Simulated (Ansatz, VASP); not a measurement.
# SnO: VASP beside Ansatz

```xyz
4
Lattice="3.0792 0.0000 0.0000 0.0000 6.3140 0.0000 0.0000 0.0000 4.3173" Properties=species:S:1:pos:R:3 pbc="T T T"
Sn    0.0000    1.4807    2.2752
Sn    1.5396    4.8333    0.1165
O     0.0000    5.5791    3.1214
O     1.5396    0.7349    0.9628
```

Change from the starting cell: volume 20.984 Å^3 an atom, stretch along a over the lengths across it, relative to the relaxed cell 0.8336.

Alike in both runs: task single point; functional PBE; dispersion D3(BJ); k mesh 10 × 6 × 8; occupations gaussian, width 0.05 eV; no spin polarisation.

|  | VASP | Ansatz |
| --- | --- | --- |
| version | VASP 6.6.1 | Ansatz 0.2.0 |
| potentials or method | VASP PAW PBE potentials, release 64 (Sn_d, O), cutoff 520 eV | scalar-relativistic, plane waves, PAW |
| valence electrons in the cell | 40 | 40 |

```tsv
	VASP	Ansatz	Ansatz less VASP
gap on the k mesh at the Fermi level (eV)	1.62	1.63	+0.008
least direct gap on the mesh (eV)	1.86	1.86	+0.008
pressure (GPa)	-4.5	-4.6	-0.14
traceless stress, the component that is largest in VASP (GPa)	9.20	9.12	-0.082
rms of the force components (eV/Å)	0.696	0.723	+0.0265
```

Atom by atom the forces differ by 0.035 eV/Å (rms over components).
